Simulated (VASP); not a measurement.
# ZnS (P6_3mc) in VASP: a series of runs

The runs below take ZnS through single point, relaxation of cell and atoms, with PBE-based screened hybrid with 25 % exact exchange, r2SCAN50.

Everything below comes from runs of VASP 6.6.1. Logs are shortened: lines on timing, memory, paths and dates and some standing lists are left out, and cuts for length are marked.

### Step 1. The cell of the first run

The structure is hexagonal, space group P6_3mc (No. 186). Conventional cell: a = 3.811 Å, b = 3.811 Å, c = 6.234 Å, α = 90.00°, β = 90.00°, γ = 120.00°. Zn (site symmetry 3m) has 4 S at 2.31 to 2.40 Å within 3.1 Å. Within 3.1 Å of S (site symmetry 3m) lie 4 Zn at 2.31 to 2.40 Å.

### Step 2. Single point, PBE-based screened hybrid with 25 % exact exchange

The input, POSCAR:

```
ZnS
1.0
    3.8110000000      0.0000000000      0.0000000000
   -1.9055000000      3.3004228138      0.0000000000
    0.0000000000      0.0000000000      6.2340000000
Zn S
2 2
Direct
    0.6666666667      0.3333333333      0.5000000000
    0.3333333333      0.6666666667      0.0000000000
    0.6666666667      0.3333333333      0.8850000000
    0.3333333333      0.6666666667      0.3850000000
```

The input, INCAR.step1:

```
SYSTEM = ZnS
PREC = Accurate
ENCUT = 520
EDIFF = 1E-5
ISMEAR = -1
SIGMA = 0.05
LREAL = .FALSE.
LASPH = .TRUE.
NELM = 80
ALGO = Normal
ISIF = 2
LWAVE = .TRUE.
GGA = PE
NBANDS = 26
```

The input, INCAR.step2:

```
SYSTEM = ZnS
PREC = Accurate
ENCUT = 520
EDIFF = 1E-6
ISMEAR = -1
SIGMA = 0.05
LREAL = .FALSE.
LASPH = .TRUE.
NELM = 80
ALGO = Normal
ISIF = 2
LWAVE = .FALSE.
LCHARG = .TRUE.
GGA = PE
LHFCALC = .TRUE.
AEXX = 0.25
HFSCREEN = 0.3
PRECFOCK = Normal
LELF = .TRUE.
LVHAR = .TRUE.
ISTART = 1
NBANDS = 26
```

The input, KPOINTS:

```
Automatic mesh
0
G
  4 4 3
  0 0 0
```

Potentials or basis: VASP PAW PBE potentials, release 64 (Zn, S).

Run with:

```bash
cat potpaw_PBE.64/Zn/POTCAR potpaw_PBE.64/S/POTCAR > POTCAR
cp INCAR.step1 INCAR
mpirun -np 1 vasp_std > vasp.out
cp INCAR.step2 INCAR
mpirun -np 1 vasp_std > vasp.out
```

OUTCAR:

```text
SYSTEM = ZnS
   PREC = Accurate
   ENCUT = 520
   EDIFF = 1E-6
   ISMEAR = -1
   LREAL = .FALSE.
   LASPH = .TRUE.
   NELM = 80
   ISIF = 2
   GGA = PE
   LHFCALC = .TRUE.
   AEXX = 0.25
   HFSCREEN = 0.3
   PRECFOCK = Normal
   ISTART = 1

 ion  position               nearest neighbor table
   1  0.667  0.333  0.500-   4 2.31   4 2.31   4 2.31   3 2.40
   2  0.333  0.667  0.000-   3 2.31   3 2.31   3 2.31   4 2.40
   3  0.667  0.333  0.885-   2 2.31   2 2.31   2 2.31   1 2.40
   4  0.333  0.667  0.385-   1 2.31   1 2.31   1 2.31   2 2.40

  LATTYP: Found a hexagonal cell.
 ALAT       =     3.8110000000
 C/A-ratio  =     1.6357911309

  Lattice vectors:

 A1 = (   3.8110000000,   0.0000000000,   0.0000000000)
 A2 = (  -1.9055000000,   3.3004228138,   0.0000000000)
 A3 = (   0.0000000000,   0.0000000000,   6.2340000000)

Analysis of symmetry for initial positions (statically):
=====================================================================
 Subroutine PRICEL returns:
 Original cell was already a primitive cell.

 Routine SETGRP: Setting up the symmetry group for a
 hexagonal supercell.

 Subroutine GETGRP returns: Found 12 space group operations
 (whereof  6 operations were pure point group operations)
 out of a pool of 24 trial point group operations.

The static configuration has the point symmetry C_3v.
 The point group associated with its full space group is C_6v.

Analysis of symmetry for dynamics (positions and initial velocities):
=====================================================================
 Subroutine PRICEL returns:
 Original cell was already a primitive cell.

 Routine SETGRP: Setting up the symmetry group for a
 hexagonal supercell.

 Subroutine GETGRP returns: Found 12 space group operations
 (whereof  6 operations were pure point group operations)
 out of a pool of 24 trial point group operations.

The dynamic configuration has the point symmetry C_3v.
 The point group associated with its full space group is C_6v.

 Subroutine INISYM returns: Found 12 space group operations
 (whereof  6 operations are pure point group operations),
 and found     1 'primitive' translations

----------------------------------------------------------------------------------------

[... 81 lines left out ...]
   EDIFFG = 0.1E-04   stopping-criterion for IOM
   NSW    =      0    number of steps for IOM
   IBRION =     -1    ionic relax: 0-MD 1-quasi-New 2-CG
   NFREE  =      0    steps in history (QN), initial steepest desc. (CG)
   ISIF   =      2    stress and relaxation
   ISYM   =      3    0-nonsym 1-usesym 2-fastsym
   POTIM  = 0.5000    time-step for ionic-motion
   TEBEG  =    0.0;   TEEND  =   0.0 temperature during run
   PSTRESS=    0.0 pullay stress
   NELECT =      36.0000    total number of electrons
   NUPDOWN=      -1.0000    fix difference up-down
   EMIN   =  10.00;   EMAX   =-10.00  energy-range for DOS
   EFERMI =   0.00;   METHOD = LEGACY
   ISMEAR =    -1;   SIGMA  =   0.05  broadening in eV -4-tet -1-fermi 0-gaus
   EFERMI_NEDOS =   21; number of points for ismear=-14 and -15
   IALGO  =     38    algorithm
   IMIX   =      1    mixing-type and parameters
     AMIX     =   0.40;   BMIX     =  1.00
     AMIX_MAG =   1.60;   BMIX_MAG =  1.00
  volume/ion in A,a.u.               =      19.60       132.29
  Fermi-wavevector in a.u.,A,eV,Ry     =   1.262943  2.386617 21.701647  1.595026
  Thomas-Fermi vector in A             =   2.396326
   LORBIT       =      0    0 simple, 1 ext, 2 COOP (PROOUT), +10 PAW based schemes
   GGA     = PE    functional components
   LHFCALC =     T    Hartree Fock is set to
   PRECFOCK=normal    Normal, Fast or Accurate (Low or Medium for compatibility)
   ENCUT4O =  -1.0   cutoff for four orbital integrals eV
   NKREDX  =     1    reduce k-point grid by
   NKREDY  =     1    reduce k-point grid by
   NKREDZ  =     1    reduce k-point grid by
   AEXX    =    0.2500 exact exchange contribution
   HFSCREEN=    0.3000 screening length (either q_TF or 0.3 A-1)
   HFSCREENC=   0.3000 screening length for correlation (either q_TF or 0.3 A-1)
   ENCUTFOCK=  -1.0 apply spherical cutoff to Coloumb kernel
   IVDW    =     0    specifies the selected vdW correction
   LEPSILON=     F    determine dielectric tensor
   LRPA    =     F    only Hartree local field effects (RPA)
 non-spin polarized calculation
  energy-cutoff  :      520.00
  volume of cell :       78.41
 maximum number of plane-waves:      2128
  NGX = 24; NGY = 24; NGZ = 36

 number of electron      35.9999977 magnetization

 Free energy of the ion-electron system (eV)
  ---------------------------------------------------
  ext. energy  EPLUGINS =         0.00000000
  ---------------------------------------------------
  free energy    TOTEN  =       -16.22728833 eV

  energy without entropy =      -16.22728833  energy(sigma->0) =      -16.22728833

 E-fermi :   2.6651     XC(G=0):  -8.1260

 val. band max:        1.5823969658   @ k =   0.0000   0.0000   0.0000
 cond. band min:       4.8341277135   @ k =   0.0000   0.0000   0.0000
 fundamental gap:      3.2517307477
 Fermi energy:         2.6651413255

 k-point     1 :       0.0000    0.0000    0.0000
  band No.  band energies     occupation
      1     -12.7298      2.00000
      2     -11.7517      2.00000
      3      -6.2474      2.00000
      4      -6.2474      2.00000
      5      -6.1942      2.00000
      6      -6.1839      2.00000
[... 221 lines left out ...]
     25      11.1380      0.00000
     26      11.9775      0.00000

------------------------ aborting loop because EDIFF is reached ----------------------------------------

  FORCE on cell =-STRESS in cart. coord.  units (eV):
  Direction    XX          YY          ZZ          XY          YZ          ZX
  --------------------------------------------------------------------------------------
  -------------------------------------------------------------------------------------
  Total        1.3969246      1.3969246      0.1351076      0.0000000     -0.0000000      0.0000000
  in kB       28.5435649     28.5435649      2.7606741      0.0000000     -0.0000000      0.0000000
  external PRESSURE =      19.9492680 kB  Pullay stress =       0.0000000 kB

 VOLUME and BASIS-vectors are now :
 -----------------------------------------------------------------------------
  energy-cutoff  :      520.00
  volume of cell :       78.41
      direct lattice vectors                 reciprocal lattice vectors
     3.811000000  0.000000000  0.000000000     0.262398321  0.151495741  0.000000000
    -1.905500000  3.300422814  0.000000000     0.000000000  0.302991482  0.000000000
     0.000000000  0.000000000  6.234000000     0.000000000  0.000000000  0.160410651

 POSITION                                       TOTAL-FORCE (eV/Angst)
 -----------------------------------------------------------------------------------
      1.90550      1.10014      3.11700         0.000000     -0.000000      0.337593
     -0.00000      2.20028      0.00000        -0.000000      0.000000      0.337593
      1.90550      1.10014      5.51709        -0.000000      0.000000     -0.337593
     -0.00000      2.20028      2.40009        -0.000000      0.000000     -0.337593
 -----------------------------------------------------------------------------------
    total drift:                               -0.000000     -0.000001      0.000076

  FREE ENERGIE OF THE ION-ELECTRON SYSTEM (eV)
  ---------------------------------------------------
  free  energy   TOTEN  =       -16.2272883273 eV

  energy  without entropy=      -16.2272883272  energy(sigma->0) =      -16.22728833
```

OUTCAR.step1:

```text
SYSTEM = ZnS
   PREC = Accurate
   ENCUT = 520
   EDIFF = 1E-5
   ISMEAR = -1
   LREAL = .FALSE.
   LASPH = .TRUE.
[... 443 lines left out ...]
     -0.00000      2.20028      0.00000         0.000000      0.000000      0.336463
      1.90550      1.10014      5.51709         0.000000     -0.000000     -0.336463
     -0.00000      2.20028      2.40009         0.000000     -0.000000     -0.336463
 -----------------------------------------------------------------------------------
    total drift:                               -0.000000     -0.000000      0.000891

  FREE ENERGIE OF THE ION-ELECTRON SYSTEM (eV)
  ---------------------------------------------------
  free  energy   TOTEN  =       -13.6023268106 eV

  energy  without entropy=      -13.6023268105  energy(sigma->0) =      -13.60232681
```

OSZICAR.step1:

```text
N       E                     dE             d eps       ncg     rms          rms(c)
DAV:   1     0.244074692605E+03    0.24407E+03   -0.17392E+04   416   0.169E+03
DAV:   2     0.981735772979E+01   -0.23426E+03   -0.22325E+03   416   0.348E+02
DAV:   3    -0.139088338403E+02   -0.23726E+02   -0.23494E+02   518   0.111E+02
DAV:   4    -0.144694081418E+02   -0.56057E+00   -0.55956E+00   468   0.170E+01
DAV:   5    -0.144780307312E+02   -0.86226E-02   -0.86212E-02   490   0.211E+00    0.988E+00
DAV:   6    -0.136125671949E+02    0.86546E+00   -0.16669E+00   616   0.371E+01    0.761E+00
DAV:   7    -0.136080489951E+02    0.45182E-02   -0.13030E+00   440   0.659E+00    0.347E+00
DAV:   8    -0.136013724412E+02    0.66766E-02   -0.37484E-02   506   0.186E+00    0.102E+00
DAV:   9    -0.136019473270E+02   -0.57489E-03   -0.97977E-03   548   0.133E+00    0.237E-01
DAV:  10    -0.136020943098E+02   -0.14698E-03   -0.64996E-04   476   0.347E-01    0.999E-02
DAV:  11    -0.136023286681E+02   -0.23436E-03   -0.37017E-04   428   0.132E-01    0.625E-02
DAV:  12    -0.136023268106E+02    0.18575E-05   -0.17195E-05   406   0.522E-02
   1 F= -.13602327E+02 E0= -.13602327E+02  d E =-.732744E-10
```

It took 58 min on 1 thread of Intel Xeon 8259CL, shared host; peak memory 0.32 GiB.

Results:

| Property | Result |
| --- | --- |
| Free energy | -16.2273 eV |
| Pressure | 2.0 GPa |
| Largest force | 0.338 eV/Å |
| Band gap on the k mesh | 3.25 eV |

Forces on the atoms (eV/Å):
```
Zn   0.000  0.000  0.338
Zn   0.000  0.000  0.338
S    0.000  0.000 -0.338
S    0.000  0.000 -0.338
```

Levels at points of the mesh, in eV from the valence-band top:
```csv
k point,band 14,band 15,band 16,band 17,band 18,band 19,band 20,band 21,band 22,band 23
"(0.00, 0.00, 0.00)",-0.93,-0.93,-0.03,-0.03,0.00,3.25,4.00,7.32,7.32,7.65
"(0.50, 0.00, 0.00)",-4.48,-3.33,-2.38,-1.65,-1.04,4.50,5.31,6.01,8.13,8.61
```

Caveat: the k points lie up to 0.48 Å⁻¹ apart; the PAW data sets were made with another functional, which shifts forces and pressure a little.

### Step 3. Relaxation of cell and atoms, r2SCAN50

POSCAR is that of step 2.

The input, INCAR.step1:

```
SYSTEM = ZnS
PREC = Accurate
ENCUT = 600
EDIFF = 1E-5
ISMEAR = -1
SIGMA = 0.05
LREAL = .False.
LASPH = .True.
NELM = 100
ALGO = Normal
LWAVE = .True.
LCHARG = .False.
GGA = PE
NBANDS = 26
KPAR = 4
```

The input, INCAR.step2:

```
SYSTEM = ZnS
PREC = Accurate
ENCUT = 600
EDIFF = 1E-6
ISMEAR = -1
SIGMA = 0.05
LREAL = .False.
LASPH = .True.
NELM = 100
ALGO = Normal
ISIF = 3
LWAVE = .False.
LCHARG = .False.
METAGGA = R2SCAN
LHFCALC = .True.
AEXX = 0.5
LMIXTAU = .True.
PRECFOCK = Normal
IBRION = 2
NSW = 60
EDIFFG = -0.01
ISTART = 1
KPAR = 4
```

The input, KPOINTS:

```
regular mesh
0
Gamma
  4 4 3
  0 0 0
```

Potentials or basis: VASP PAW PBE potentials, release 64 (Zn, S).

Run with:

```bash
cat potpaw_PBE.64/Zn/POTCAR potpaw_PBE.64/S/POTCAR > POTCAR
cp INCAR.step1 INCAR
mpirun -np 4 vasp_std > vasp.out
cp INCAR.step2 INCAR
mpirun -np 4 vasp_std > vasp.out
```

Wall time 34 min (4 MPI ranks of Intel Xeon Platinum 8375C at 2.90GHz (Ice Lake), shared host); peak memory 0.26 GiB.

Results (log left out):

| Item | Value |
| --- | --- |
| Free energy | -34.9531 eV |
| Relaxed volume | 19.61 Å³/atom |
| Relaxed cell | a = 3.813 Å, b = 3.813 Å, c = 6.228 Å, α = 90.00°, β = 90.00°, γ = 120.00° |
| Space group after relaxing (to 0.1 Å) | P6_3mc (No. 186) |
| Energy gained by relaxing | 5.5 meV/atom |
| Ionic steps | 6 |
| Pressure after relaxing | 0.0 GPa |
| Band gap on the k mesh | 6.25 eV |

Step by step:
| step | energy change (eV) | largest force (eV/Å) | pressure (GPa) | volume (Å³) |
| --- | --- | --- | --- | --- |
| 1 | 0.0000 | 0.3314 | 0.19 | 78.41 |
| 2 | -0.0180 | 0.0783 | -0.21 | 78.66 |
| 3 | -0.0180 | 0.0730 | -0.21 | 78.67 |
| 4 | -0.0202 | 0.0423 | 0.10 | 78.40 |
| 5 | -0.0212 | 0.0036 | 0.46 | 78.06 |
| 6 | -0.0222 | 0.0003 | 0.01 | 78.43 |

Final structure:
```
Zn S
1.0
     3.81311    0.00000    0.00000
    -1.90655    3.30225    0.00000
     0.00000    0.00000    6.22844
Zn S
2 2
Direct
  0.66667 0.33333 0.50493
  0.33333 0.66667 0.00493
  0.66667 0.33333 0.88007
  0.33333 0.66667 0.38007
```

Levels at points of the mesh, in eV from the valence-band top:
```csv
k point,band 15,band 16,band 17,band 18,band 19,band 20,band 21,band 22
"(0.00, 0.00, 0.00)",-1.04,-0.03,0.00,0.00,6.25,7.16,10.51,10.51
"(0.50, 0.00, 0.00)",-3.73,-2.56,-1.89,-1.00,7.45,8.47,8.82,11.06
```

Caveat: the k points lie up to 0.48 Å⁻¹ apart in the final cell; the PAW data sets were made with another functional, which shifts forces and pressure a little.
